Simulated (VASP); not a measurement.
# CaBC (P6_3mc) in VASP: single point with PBE

Aim: the single point of CaBC with PBE.

Program: VASP 6.6.1. These are calculated values, not measurements. Logs are shortened: lines on timing, memory, paths and dates and some standing lists are left out, and cuts for length are marked.

### 1 The cell of the first run

It takes space group P6_3mc (No. 186, hexagonal). Conventional cell: a = 2.962 Å, b = 2.962 Å, c = 8.193 Å, α = 90.00°, β = 90.00°, γ = 120.00°. Within 3.4 Å of Ca (site symmetry 3m) lie 6 B at 2.57 to 2.77 Å and 6 C at 2.67 Å and 6 Ca at 2.96 Å. Within 2.3 Å of B (site symmetry 3m) lie 3 C at 1.71 Å. Within 2.3 Å of C (site symmetry 3m) lie 3 B at 1.71 Å.

### 2 Single point, PBE (all B atoms moved +0.125 Å, as atom 3 along Cartesian [0 0 1])

Contents of INCAR:

```
SYSTEM = CaBC
  ALGO = Normal
  EDIFF = 1E-7
  ENCUT = 520
  GGA = PE
  ISIF = 2
  ISMEAR = 0
  LASPH = .True.
  LCHARG = .False.
  LREAL = .False.
  LWAVE = .False.
  NBANDS = 26
  NELM = 80
  PREC = Accurate
  SIGMA = 0.15
```

Contents of KPOINTS:

```
k-points
0
Gamma
  18 18 6
  0 0 0
```

Contents of POSCAR:

```
CaBC
1.0
    2.9619761264      0.0000000000      0.0000000000
   -1.4809880632      2.5651465708      0.0000000000
    0.0000000000      0.0000000000      8.1933817783
Ca B C
2 2 2
Direct
    0.0000000000      0.0000000000      0.0000000000
    0.0000000000      0.0000000000      0.5000000000
    0.6666666667      0.3333333333      0.2652562157
    0.3333333333      0.6666666667      0.7652562157
    0.6666666667      0.3333333333      0.7500000000
    0.3333333333      0.6666666667      0.2500000000
```

Potentials or basis: VASP PAW PBE potentials, release 64 (Ca_sv, B, C).

On the command line:

```sh
$ cat potpaw_PBE.64/Ca_sv/POTCAR potpaw_PBE.64/B/POTCAR potpaw_PBE.64/C/POTCAR > POTCAR
$ mpirun -np 1 vasp_std > vasp.out
```

OUTCAR:

```text
SYSTEM = CaBC
   EDIFF = 1E-7
   ENCUT = 520
   GGA = PE
   ISIF = 2
   ISMEAR = 0
   LASPH = .True.
   LREAL = .False.
   NELM = 80
   PREC = Accurate

 ion  position               nearest neighbor table
   1  0.000  0.000  0.000-   4 2.57   4 2.57   4 2.57
   2  0.000  0.000  0.500-   3 2.57   3 2.57   3 2.57
   3  0.667  0.333  0.265-   6 1.71   6 1.71   6 1.71   2 2.57   2 2.57   2 2.57
   4  0.333  0.667  0.765-   5 1.71   5 1.71   5 1.71   1 2.57   1 2.57   1 2.57
   5  0.667  0.333  0.750-   4 1.71   4 1.71   4 1.71
   6  0.333  0.667  0.250-   3 1.71   3 1.71   3 1.71

  LATTYP: Found a hexagonal cell.
 ALAT       =     2.9619761264
 C/A-ratio  =     2.7661876493

  Lattice vectors:

 A1 = (   2.9619761264,   0.0000000000,   0.0000000000)
 A2 = (  -1.4809880632,   2.5651465708,   0.0000000000)
 A3 = (   0.0000000000,   0.0000000000,   8.1933817783)

Analysis of symmetry for initial positions (statically):
=====================================================================
 Subroutine PRICEL returns:
 Original cell was already a primitive cell.

 Routine SETGRP: Setting up the symmetry group for a
 hexagonal supercell.

 Subroutine GETGRP returns: Found 12 space group operations
 (whereof  6 operations were pure point group operations)
 out of a pool of 24 trial point group operations.

The static configuration has the point symmetry C_3v.
 The point group associated with its full space group is C_6v.

Analysis of symmetry for dynamics (positions and initial velocities):
=====================================================================
 Subroutine PRICEL returns:
 Original cell was already a primitive cell.

 Routine SETGRP: Setting up the symmetry group for a
 hexagonal supercell.

 Subroutine GETGRP returns: Found 12 space group operations
 (whereof  6 operations were pure point group operations)
 out of a pool of 24 trial point group operations.

The dynamic configuration has the point symmetry C_3v.
 The point group associated with its full space group is C_6v.

 Subroutine INISYM returns: Found 12 space group operations
 (whereof  6 operations are pure point group operations),
 and found     1 'primitive' translations

----------------------------------------------------------------------------------------

                                     Primitive cell

  volume of cell :      62.2525

  direct lattice vectors                    reciprocal lattice vectors
     2.961976126  0.000000000  0.000000000     0.337612444  0.194920636  0.000000000
    -1.480988063  2.565146571  0.000000000     0.000000000  0.389841271  0.000000000
     0.000000000  0.000000000  8.193381778     0.000000000  0.000000000  0.122049726

  length of vectors
     2.961976126  2.961976126  8.193381778     0.389841271  0.389841271  0.122049726

  position of ions in fractional coordinates (direct lattice)
     0.000000000  0.000000000  0.000000000
     0.000000000  0.000000000  0.500000000
     0.666666667  0.333333333  0.265256216
     0.333333333  0.666666667  0.765256216
     0.666666667  0.333333333  0.750000000
     0.333333333  0.666666667  0.250000000

  ion indices of the primitive-cell ions
   primitive index   ion index
                 1           1
                 2           2
                 3           3
                 4           4
                 5           5
                 6           6

----------------------------------------------------------------------------------------

 KPOINTS: k-points

Automatic generation of k-mesh.
 Grid dimensions read from file:
 generate k-points for:   18   18    6

 Generating k-lattice:

  Cartesian coordinates                     Fractional coordinates (reciprocal lattice)
     0.018756247  0.010828924  0.000000000     0.055555556  0.000000000  0.000000000
     0.000000000  0.021657848  0.000000000     0.000000000  0.055555556  0.000000000
     0.000000000  0.000000000  0.020341621     0.000000000  0.000000000  0.166666667

  Length of vectors
     0.021657848  0.021657848  0.020341621

  Shift w.r.t. Gamma in fractional coordinates (k-lattice)
     0.000000000  0.000000000  0.000000000

 Subroutine IBZKPT returns following result:
 ===========================================

 Found    148 irreducible k-points:

 Following reciprocal coordinates:
            Coordinates               Weight
  0.000000  0.000000  0.000000      1.000000
  0.055556  0.000000  0.000000      6.000000
  0.111111  0.000000  0.000000      6.000000
  0.166667  0.000000  0.000000      6.000000
  0.222222  0.000000  0.000000      6.000000
  0.277778  0.000000  0.000000      6.000000
[... 16 lines left out ...]
  0.333333  0.111111  0.000000     12.000000
  0.388889  0.111111  0.000000     12.000000
 [... further k-points ...]
   k-points           NKPTS =    148   k-points in BZ     NKDIM =    148   number of bands    NBANDS=     26
   number of dos      NEDOS =    301   number of ions     NIONS =      6
   total plane-waves  NPLWV =  36864
   dimension x,y,z NGX =    24 NGY =   24 NGZ =   64
   dimension x,y,z NGXF=    48 NGYF=   48 NGZF=  128
   ions per type =               2   2   2
   NGX,Y,Z   is equivalent  to a cutoff of  13.47, 13.47, 12.99 a.u.
   NGXF,Y,Z  is equivalent  to a cutoff of  26.94, 26.94, 25.97 a.u.
 SYSTEM =  CaBC
   PREC   = accura    normal or accurate (medium, high low for compatibility)
   ISTART =      0    job   : 0-new  1-cont  2-samecut
   ICHARG =      2    charge: 1-file 2-atom 10-const
   ISPIN  =      1    spin polarized calculation?
   LNONCOLLINEAR =      F non collinear calculations
   LSORBIT =      F    spin-orbit coupling
   LASPH  =      T    aspherical Exc in radial PAW
   ENCUT  =  520.0 eV  38.22 Ry    6.18 a.u.   5.51  5.51 15.23*2*pi/ulx,y,z
   NELM   =     80;   NELMIN=  2; NELMDL= -5     # of ELM steps
   EDIFF  = 0.1E-06   stopping-criterion for ELM
   LREAL  =      F    real-space projection
   EDIFFG = 0.1E-05   stopping-criterion for IOM
   NSW    =      0    number of steps for IOM
   IBRION =     -1    ionic relax: 0-MD 1-quasi-New 2-CG
   NFREE  =      0    steps in history (QN), initial steepest desc. (CG)
   ISIF   =      2    stress and relaxation
   ISYM   =      2    0-nonsym 1-usesym 2-fastsym
   POTIM  = 0.5000    time-step for ionic-motion
   TEBEG  =    0.0;   TEEND  =   0.0 temperature during run
   PSTRESS=    0.0 pullay stress
   NELECT =      34.0000    total number of electrons
   NUPDOWN=      -1.0000    fix difference up-down
   EMIN   =  10.00;   EMAX   =-10.00  energy-range for DOS
   EFERMI =   0.00;   METHOD = LEGACY
   ISMEAR =     0;   SIGMA  =   0.15  broadening in eV -4-tet -1-fermi 0-gaus
   EFERMI_NEDOS =   21; number of points for ismear=-14 and -15
   IALGO  =     38    algorithm
   IMIX   =      4    mixing-type and parameters
     AMIX     =   0.40;   BMIX     =  1.00
     AMIX_MAG =   1.60;   BMIX_MAG =  1.00
  volume/ion in A,a.u.               =      10.38        70.02
  Fermi-wavevector in a.u.,A,eV,Ry     =   1.338183  2.528799 24.364410  1.790734
  Thomas-Fermi vector in A             =   2.466673
   LORBIT       =      0    0 simple, 1 ext, 2 COOP (PROOUT), +10 PAW based schemes
   GGA     = PE    functional components
   LHFCALC =     F    Hartree Fock is set to
   AEXX    =    0.0000 exact exchange contribution
   IVDW    =     0    specifies the selected vdW correction
   LEPSILON=     F    determine dielectric tensor
   LRPA    =     F    only Hartree local field effects (RPA)
 non-spin polarized calculation
 Gauss-broadening in eV      SIGMA  =   0.15
  energy-cutoff  :      520.00
  volume of cell :       62.25
 maximum number of plane-waves:      1723
 NGX is ok and might be reduce to    24
   NGX = 11   NGY = 11   NGZ = 31

 number of electron      34.0000001 magnetization

 Free energy of the ion-electron system (eV)
  ---------------------------------------------------
  ext. energy  EPLUGINS =         0.00000000
  ---------------------------------------------------
  free energy    TOTEN  =       -35.97508110 eV

  energy without entropy =      -35.95611830  energy(sigma->0) =      -35.96559970

 E-fermi :   6.8769     XC(G=0): -11.6066

 val. band max:        6.8761960002   @ k =   0.4444   0.1111   0.1667
 cond. band min:       6.8802279774   @ k =   0.0556   0.0000   0.3333
 fundamental gap:      0.0040319772
 Fermi energy:         6.8769415853

 k-point     1 :       0.0000    0.0000    0.0000
  band No.  band energies     occupation
      1     -33.4676      2.00000
      2     -33.4613      2.00000
      3     -14.9030      2.00000
      4     -14.6136      2.00000
      5     -13.8542      2.00000
      6     -13.8542      2.00000
[... 18 lines left out ...]
     25      12.2491      0.00000
     26      12.5284      0.00000

 k-point     2 :       0.0556    0.0000    0.0000
  band No.  band energies     occupation
      1     -33.4594      2.00000
      2     -33.4531      2.00000
      3     -14.8880      2.00000
      4     -14.6033      2.00000
      5     -13.9057      2.00000
      6     -13.8980      2.00000
[... 18 lines left out ...]
     25      12.3043      0.00000
     26      12.7588      0.00000

 k-point     3 :       0.1111    0.0000    0.0000
  band No.  band energies     occupation
      1     -33.4357      2.00000
      2     -33.4296      2.00000
      3     -14.8448      2.00000
      4     -14.5736      2.00000
      5     -14.0513      2.00000
      6     -14.0370      2.00000
[... 18 lines left out ...]
     25      12.4124      0.00000
     26      12.8561      0.00000

 k-point     4 :       0.1667    0.0000    0.0000
  band No.  band energies     occupation
      1     -33.3992      2.00000
      2     -33.3933      2.00000
      3     -14.7779      2.00000
      4     -14.5280      2.00000
      5     -14.2668      2.00000
      6     -14.2447      2.00000
[... 18 lines left out ...]
     25      12.3327      0.00000
     26      12.6382      0.00000
[... 496 lines left out ...]
      1     -33.2465      2.00000
      2     -33.2417      2.00000
      3     -15.0072      2.00000
      4     -14.9679      2.00000
      5     -14.4954      2.00000
      6     -14.3349      2.00000
[... 18 lines left out ...]
     25      13.0484      0.00000
     26      13.3441      0.00000

 k-point    23 :       0.3333    0.1111    0.0000
  band No.  band energies     occupation
      1     -33.2106      2.00000
      2     -33.2060      2.00000
      3     -15.1676      2.00000
      4     -15.1264      2.00000
      5     -14.4289      2.00000
      6     -14.2899      2.00000
[... 18 lines left out ...]
     25      12.9969      0.00000
     26      13.2875      0.00000

 k-point    24 :       0.3889    0.1111    0.0000
  band No.  band energies     occupation
      1     -33.1869      2.00000
      2     -33.1825      2.00000
      3     -15.2705      2.00000
      4     -15.2283      2.00000
      5     -14.3850      2.00000
      6     -14.2861      2.00000
[... 18 lines left out ...]
     25      12.9799      0.00000
     26      13.2760      0.00000

 [... further k-points ...]
[... 5 lines left out ...]
  --------------------------------------------------------------------------------------
  -------------------------------------------------------------------------------------
  Total        0.5311095      0.5311095      0.3741348      0.0000000      0.0000000      0.0000000
  in kB       13.6690301     13.6690301      9.6290129      0.0000000      0.0000000      0.0000000
  external PRESSURE =      12.3223577 kB  Pullay stress =       0.0000000 kB

 VOLUME and BASIS-vectors are now :
 -----------------------------------------------------------------------------
  energy-cutoff  :      520.00
  volume of cell :       62.25
      direct lattice vectors                 reciprocal lattice vectors
     2.961976126  0.000000000  0.000000000     0.337612444  0.194920636  0.000000000
    -1.480988063  2.565146571  0.000000000     0.000000000  0.389841271  0.000000000
     0.000000000  0.000000000  8.193381778     0.000000000  0.000000000  0.122049726

 POSITION                                       TOTAL-FORCE (eV/Angst)
 -----------------------------------------------------------------------------------
      0.00000      0.00000      0.00000         0.000000     -0.000000      0.716379
      0.00000      0.00000      4.09669         0.000000      0.000000      0.716379
      1.48099      0.85505      2.17335        -0.000000     -0.000000     -1.416606
     -0.00000      1.71010      6.27004         0.000000     -0.000000     -1.416606
      1.48099      0.85505      6.14504         0.000000     -0.000000      0.700227
     -0.00000      1.71010      2.04835        -0.000000     -0.000000      0.700227
 -----------------------------------------------------------------------------------
    total drift:                                0.000000      0.000000      0.000024

  FREE ENERGIE OF THE ION-ELECTRON SYSTEM (eV)
  ---------------------------------------------------
  free  energy   TOTEN  =       -35.9750811020 eV

  energy  without entropy=      -35.9561182953  energy(sigma->0) =      -35.96559970
```

Run time: 2.2 min. Hardware: 1 thread of Intel Xeon 6975P-C (Granite Rapids), shared host; peak memory 0.34 GiB.

Results:

| Item | Value |
| --- | --- |
| Free energy | -35.9751 eV |
| Pressure | 1.2 GPa |
| Largest force | 1.417 eV/Å |
| Band gap on the k mesh | zero (bands 17 and 18 overlap by 2.39 eV) |

Forces on the atoms (eV/Å):
```
Ca   0.000  0.000  0.716
Ca   0.000  0.000  0.716
B    0.000  0.000 -1.417
B    0.000  0.000 -1.417
C    0.000  0.000  0.700
C    0.000  0.000  0.700
```

Caveat: the cell differs from its parent crystal (all B atoms moved +0.125 Å, as atom 3 along Cartesian [0 0 1]); forces of over 1 eV/Å act on the atoms, so gaps and moduli don't describe the material at rest.
